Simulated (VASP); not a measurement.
# Ir3O4 (Fd-3m) in VASP: single point with r2SCAN

Aim: the single point of Ir3O4 with r2SCAN.

All numbers are computed with VASP 6.6.1; they aren't measurements. Logs are shortened: lines on timing, memory, paths and dates and some standing lists are left out, and cuts for length are marked.

## 1. The cell of the first run

Symmetry: Fd-3m, No. 227, cubic system. Conventional cell: a = 8.465 Å, b = 8.465 Å, c = 8.465 Å, α = 90.00°, β = 90.00°, γ = 90.00°. Within 2.7 Å of Ir (site symmetry -43m) lie 4 O at 2.04 Å. Ir (site symmetry -3m) has 6 O at 2.00 Å within 2.7 Å. O (site symmetry 3m) has 4 Ir at 2.00 to 2.04 Å and 3 O at 2.65 Å within 2.7 Å.

## 2. Single point, r2SCAN

Input file POSCAR:

```
Ir3O4
1.0
    0.0000000000      4.2323270000      4.2323270000
    4.2323270000      0.0000000000      4.2323270000
    4.2323270000      4.2323270000      0.0000000000
Ir O
6 8
Direct
    0.1250000000      0.1250000000      0.1250000000
    0.8750000000      0.8750000000      0.8750000000
    0.5000000000      0.5000000000      0.5000000000
    0.0000000000      0.5000000000      0.5000000000
    0.5000000000      0.5000000000      0.0000000000
    0.5000000000      0.0000000000      0.5000000000
    0.2643465159      0.2643465159      0.2643465159
    0.2930395477      0.7356534841      0.7356534841
    0.2643465159      0.2643465159      0.7069604523
    0.7356534841      0.2930395477      0.7356534841
    0.7069604523      0.2643465159      0.2643465159
    0.7356534841      0.7356534841      0.7356534841
    0.2643465159      0.7069604523      0.2643465159
    0.7356534841      0.7356534841      0.2930395477
```

Input file INCAR.step1:

```
ALGO     = Normal         # electronic algorithm
EDIFF    = 1E-4           # SCF threshold, eV
ENCUT    = 520            # plane-wave cutoff, eV
GGA      = PE             # functional
ISMEAR   = -1             # smearing method
LASPH    = T              # aspherical terms in the spheres
LCHARG   = F              # write CHGCAR
LREAL    = F              # projectors in reciprocal space
LWAVE    = T              # write WAVECAR
NBANDS   = 64             # bands
NELM     = 100            # most SCF steps
PREC     = Accurate       # precision mode
SIGMA    = 0.0515         # smearing width, eV
```

Input file INCAR.step2:

```
ALGO     = Normal         # electronic algorithm
EDIFF    = 1E-7           # SCF threshold, eV
ENCUT    = 520            # plane-wave cutoff, eV
ISIF     = 2              # what is computed and relaxed
ISMEAR   = -1             # smearing method
ISTART   = 1            
LASPH    = T              # aspherical terms in the spheres
LCHARG   = F              # write CHGCAR
LMIXTAU  = T            
LREAL    = F              # projectors in reciprocal space
LWAVE    = F              # write WAVECAR
METAGGA  = R2SCAN         # meta-GGA
NBANDS   = 64             # bands
NELM     = 100            # most SCF steps
PREC     = Accurate       # precision mode
SIGMA    = 0.0515         # smearing width, eV
```

Input file KPOINTS:

```
k-points
0
Gamma
  7 7 7
```

Potentials or basis: VASP PAW PBE potentials, release 64 (Ir, O).

Started as:

```console
cat potpaw_PBE.64/Ir/POTCAR potpaw_PBE.64/O/POTCAR > POTCAR
cp INCAR.step1 INCAR
mpirun -np 1 vasp_std > vasp.out
cp INCAR.step2 INCAR
mpirun -np 1 vasp_std > vasp.out
```

OUTCAR:

```text
EDIFF = 1E-7
   ENCUT = 520
   ISIF = 2
   ISMEAR = -1
   ISTART = 1
   LASPH = T
   LREAL = F
   METAGGA = R2SCAN
   NELM = 100
   PREC = Accurate

 ion  position               nearest neighbor table
   1  0.125  0.125  0.125-   9 2.04  11 2.04  13 2.04   7 2.04
   2  0.875  0.875  0.875-   8 2.04  10 2.04  14 2.04  12 2.04
   3  0.500  0.500  0.500-   8 2.00   9 2.00  10 2.00  11 2.00  13 2.00  14 2.00   4 2.99   5 2.99
                             6 2.99   5 2.99   6 2.99   4 2.99
   4  0.000  0.500  0.500-   7 2.00  12 2.00  10 2.00   9 2.00  13 2.00  14 2.00   3 2.99   5 2.99
                             6 2.99   3 2.99   5 2.99   6 2.99
   5  0.500  0.500  0.000-   7 2.00  12 2.00  10 2.00  11 2.00   8 2.00  13 2.00   3 2.99   3 2.99
                             4 2.99   6 2.99   6 2.99   4 2.99
   6  0.500  0.000  0.500-   7 2.00  12 2.00   9 2.00  11 2.00   8 2.00  14 2.00   3 2.99   5 2.99
                             3 2.99   4 2.99   5 2.99   4 2.99
   7  0.264  0.264  0.264-   4 2.00   5 2.00   6 2.00   1 2.04
   8  0.293  0.736  0.736-   3 2.00   5 2.00   6 2.00   2 2.04
   9  0.264  0.264  0.707-   3 2.00   4 2.00   6 2.00   1 2.04
  10  0.736  0.293  0.736-   3 2.00   4 2.00   5 2.00   2 2.04
  11  0.707  0.264  0.264-   3 2.00   5 2.00   6 2.00   1 2.04
  12  0.736  0.736  0.736-   4 2.00   5 2.00   6 2.00   2 2.04
  13  0.264  0.707  0.264-   3 2.00   4 2.00   5 2.00   1 2.04
  14  0.736  0.736  0.293-   3 2.00   4 2.00   6 2.00   2 2.04

  LATTYP: Found a face centered cubic cell.
 ALAT       =     8.4646540000

  Lattice vectors:

 A1 = (   0.0000000000,   4.2323270000,   4.2323270000)
 A2 = (   4.2323270000,   0.0000000000,   4.2323270000)
 A3 = (   4.2323270000,   4.2323270000,   0.0000000000)

Analysis of symmetry for initial positions (statically):
=====================================================================
 Subroutine PRICEL returns:
 Original cell was already a primitive cell.

 Routine SETGRP: Setting up the symmetry group for a
 face centered cubic supercell.

 Subroutine GETGRP returns: Found 48 space group operations
 (whereof 12 operations were pure point group operations)
 out of a pool of 48 trial point group operations.

The static configuration has the point symmetry D_3d.
 The point group associated with its full space group is O_h .

Analysis of symmetry for dynamics (positions and initial velocities):
=====================================================================
 Subroutine PRICEL returns:
 Original cell was already a primitive cell.

 Routine SETGRP: Setting up the symmetry group for a
 face centered cubic supercell.

 Subroutine GETGRP returns: Found 48 space group operations
 (whereof 12 operations were pure point group operations)
 out of a pool of 48 trial point group operations.

The dynamic configuration has the point symmetry D_3d.
 The point group associated with its full space group is O_h .

 Subroutine INISYM returns: Found 48 space group operations
 (whereof 12 operations are pure point group operations),
 and found     1 'primitive' translations

----------------------------------------------------------------------------------------

                                     Primitive cell

  volume of cell :     151.6239

  direct lattice vectors                    reciprocal lattice vectors
     0.000000000  4.232327000  4.232327000    -0.118138320  0.118138320  0.118138320
     4.232327000  0.000000000  4.232327000     0.118138320 -0.118138320  0.118138320
     4.232327000  4.232327000  0.000000000     0.118138320  0.118138320 -0.118138320

  length of vectors
     5.985414244  5.985414244  5.985414244     0.204621572  0.204621572  0.204621572

  position of ions in fractional coordinates (direct lattice)
     0.125000000  0.125000000  0.125000000
     0.875000000  0.875000000  0.875000000
     0.500000000  0.500000000  0.500000000
     0.000000000  0.500000000  0.500000000
     0.500000000  0.500000000  0.000000000
     0.500000000  0.000000000  0.500000000
     0.264346516  0.264346516  0.264346516
     0.293039548  0.735653484  0.735653484
     0.264346516  0.264346516  0.706960452
     0.735653484  0.293039548  0.735653484
     0.706960452  0.264346516  0.264346516
     0.735653484  0.735653484  0.735653484
     0.264346516  0.706960452  0.264346516
     0.735653484  0.735653484  0.293039548

[... 29 lines left out ...]
     0.016876903 -0.016876903  0.016876903     0.000000000  0.142857143  0.000000000
     0.016876903  0.016876903 -0.016876903     0.000000000  0.000000000  0.142857143

  Length of vectors
     0.029231653  0.029231653  0.029231653

  Shift w.r.t. Gamma in fractional coordinates (k-lattice)
     0.000000000  0.000000000  0.000000000

 Subroutine IBZKPT returns following result:
 ===========================================

 Found     20 irreducible k-points:

 Following reciprocal coordinates:
            Coordinates               Weight
  0.000000  0.000000  0.000000      1.000000
  0.142857  0.000000  0.000000      8.000000
  0.285714  0.000000  0.000000      8.000000
  0.428571  0.000000  0.000000      8.000000
  0.142857  0.142857  0.000000      6.000000
  0.285714  0.142857  0.000000     24.000000
[... 12 lines left out ...]
 -0.428571  0.428571  0.142857     24.000000
 -0.285714  0.428571  0.142857     24.000000
   k-points           NKPTS =     20   k-points in BZ     NKDIM =     20   number of bands    NBANDS=     64
   number of dos      NEDOS =    301   number of ions     NIONS =     14
   total plane-waves  NPLWV = 110592
   dimension x,y,z NGX =    48 NGY =   48 NGZ =   48
   dimension x,y,z NGXF=    96 NGYF=   96 NGZF=   96
   ions per type =               6   8
   NGX,Y,Z   is equivalent  to a cutoff of  13.33, 13.33, 13.33 a.u.
   NGXF,Y,Z  is equivalent  to a cutoff of  26.66, 26.66, 26.66 a.u.
 SYSTEM =  unknown system
   PREC   = accura    normal or accurate (medium, high low for compatibility)
   ISTART =      1    job   : 0-new  1-cont  2-samecut
   ICHARG =      0    charge: 1-file 2-atom 10-const
   ISPIN  =      1    spin polarized calculation?
   LNONCOLLINEAR =      F non collinear calculations
   LSORBIT =      F    spin-orbit coupling
   LASPH  =      T    aspherical Exc in radial PAW
   ENCUT  =  520.0 eV  38.22 Ry    6.18 a.u.  11.13 11.13 11.13*2*pi/ulx,y,z
   NELM   =    100;   NELMIN=  2; NELMDL=  0     # of ELM steps
   EDIFF  = 0.1E-06   stopping-criterion for ELM
   LREAL  =      F    real-space projection
   EDIFFG = 0.1E-05   stopping-criterion for IOM
   NSW    =      0    number of steps for IOM
   IBRION =     -1    ionic relax: 0-MD 1-quasi-New 2-CG
   NFREE  =      0    steps in history (QN), initial steepest desc. (CG)
   ISIF   =      2    stress and relaxation
   ISYM   =      2    0-nonsym 1-usesym 2-fastsym
   POTIM  = 0.5000    time-step for ionic-motion
   TEBEG  =    0.0;   TEEND  =   0.0 temperature during run
   PSTRESS=    0.0 pullay stress
   NELECT =     102.0000    total number of electrons
   NUPDOWN=      -1.0000    fix difference up-down
   EMIN   =  10.00;   EMAX   =-10.00  energy-range for DOS
   EFERMI =   0.00;   METHOD = LEGACY
   ISMEAR =    -1;   SIGMA  =   0.05  broadening in eV -4-tet -1-fermi 0-gaus
   EFERMI_NEDOS =   21; number of points for ismear=-14 and -15
   IALGO  =     38    algorithm
   IMIX   =      4    mixing-type and parameters
     AMIX     =   0.40;   BMIX     =  1.00
     AMIX_MAG =   1.60;   BMIX_MAG =  1.00
  volume/ion in A,a.u.               =      10.83        73.09
  Fermi-wavevector in a.u.,A,eV,Ry     =   1.434451  2.710719 27.996018  2.057649
  Thomas-Fermi vector in A             =   2.553858
   LORBIT       =      0    0 simple, 1 ext, 2 COOP (PROOUT), +10 PAW based schemes
   METAGGA = R2SCAN    functional components
   LHFCALC =     F    Hartree Fock is set to
   AEXX    =    0.0000 exact exchange contribution
   IVDW    =     0    specifies the selected vdW correction
   LEPSILON=     F    determine dielectric tensor
   LRPA    =     F    only Hartree local field effects (RPA)
 non-spin polarized calculation
  energy-cutoff  :      520.00
  volume of cell :      151.62
 maximum number of plane-waves:      4098
 NGX is ok and might be reduce to    48
   NGX = 23   NGY = 23   NGZ = 23

 number of electron     101.9999999 magnetization

 Free energy of the ion-electron system (eV)
  ---------------------------------------------------
  ext. energy  EPLUGINS =         0.00000000
  ---------------------------------------------------
  free energy    TOTEN  =      -361.72304146 eV

  energy without entropy =     -361.64658465  energy(sigma->0) =     -361.68481305

 E-fermi :   7.7523     XC(G=0): -13.4453

 val. band max:        7.7469828540   @ k =  -0.4286   0.2857   0.0000
 cond. band min:       7.7555549749   @ k =  -0.4286   0.2857   0.0000
 fundamental gap:      0.0085721209
 Fermi energy:         7.7523140081

 k-point     1 :       0.0000    0.0000    0.0000
  band No.  band energies     occupation
      1     -15.9024      2.00000
      2     -14.8362      2.00000
      3     -14.8361      2.00000
      4     -14.8361      2.00000
      5     -14.3197      2.00000
      6     -14.0780      2.00000
[... 1309 lines left out ...]
     62      10.9594      0.00000
     63      12.4494      0.00000
 [bands above 63 left out]

------------------------ aborting loop because EDIFF is reached ----------------------------------------

  FORCE on cell =-STRESS in cart. coord.  units (eV):
  Direction    XX          YY          ZZ          XY          YZ          ZX
  --------------------------------------------------------------------------------------
  -------------------------------------------------------------------------------------
  Total       29.7096364     29.7096364     29.7096364      0.0000000      0.0000000      0.0000000
  in kB      313.9353911    313.9353911    313.9353911      0.0000000      0.0000000      0.0000000
  external PRESSURE =     313.9353911 kB  Pullay stress =       0.0000000 kB

 VOLUME and BASIS-vectors are now :
 -----------------------------------------------------------------------------
  energy-cutoff  :      520.00
  volume of cell :      151.62
      direct lattice vectors                 reciprocal lattice vectors
     0.000000000  4.232327000  4.232327000    -0.118138320  0.118138320  0.118138320
     4.232327000  0.000000000  4.232327000     0.118138320 -0.118138320  0.118138320
     4.232327000  4.232327000  0.000000000     0.118138320  0.118138320 -0.118138320

 POSITION                                       TOTAL-FORCE (eV/Angst)
 -----------------------------------------------------------------------------------
      1.05808      1.05808      1.05808         0.000000      0.000000      0.000000
      7.40657      7.40657      7.40657         0.000000      0.000000      0.000000
      4.23233      4.23233      4.23233         0.000000      0.000000      0.000000
      4.23233      2.11616      2.11616         0.000000      0.000000      0.000000
      2.11616      2.11616      4.23233         0.000000      0.000000      0.000000
      2.11616      4.23233      2.11616         0.000000      0.000000      0.000000
      2.23760      2.23760      2.23760        -0.148092     -0.148092     -0.148092
      6.22705      4.35377      4.35377         0.148092     -0.148092     -0.148092
      4.11089      4.11089      2.23760         0.148092      0.148092     -0.148092
      4.35377      6.22705      4.35377        -0.148092      0.148092     -0.148092
      2.23760      4.11089      4.11089        -0.148092      0.148092      0.148092
      6.22705      6.22705      6.22705         0.148092      0.148092      0.148092
      4.11089      2.23760      4.11089         0.148092     -0.148092      0.148092
      4.35377      4.35377      6.22705        -0.148092     -0.148092      0.148092
 -----------------------------------------------------------------------------------
    total drift:                               -0.000000     -0.000000      0.000000

  FREE ENERGIE OF THE ION-ELECTRON SYSTEM (eV)
  ---------------------------------------------------
  free  energy   TOTEN  =      -361.7230414573 eV

  energy  without entropy=     -361.6465846468  energy(sigma->0) =     -361.68481305
```

It took 29 min on 1 thread of Oxide Virtual Turin-like, shared host; peak memory 0.41 GiB.

Results:

* Free energy: -361.7230 eV
* Pressure: 31.4 GPa
* Largest force: 0.257 eV/Å
* Band gap on the k mesh: zero (band 51 reaches 7.76 eV, above the bottom of band 52 at 7.71 eV)

Forces in eV/Å, atoms in the order of the input:
```
Ir   0.000  0.000  0.000
Ir   0.000  0.000  0.000
Ir   0.000  0.000  0.000
Ir   0.000  0.000  0.000
Ir   0.000  0.000  0.000
Ir   0.000  0.000  0.000
O   -0.148 -0.148 -0.148
O    0.148 -0.148 -0.148
O    0.148  0.148 -0.148
O   -0.148  0.148 -0.148
O   -0.148  0.148  0.148
O    0.148  0.148  0.148
O    0.148 -0.148  0.148
O   -0.148 -0.148  0.148
```

Caveat: the PAW data sets were made with another functional, which shifts forces and pressure a little; spin-orbit coupling is left out, which moves the levels of the heavy elements.
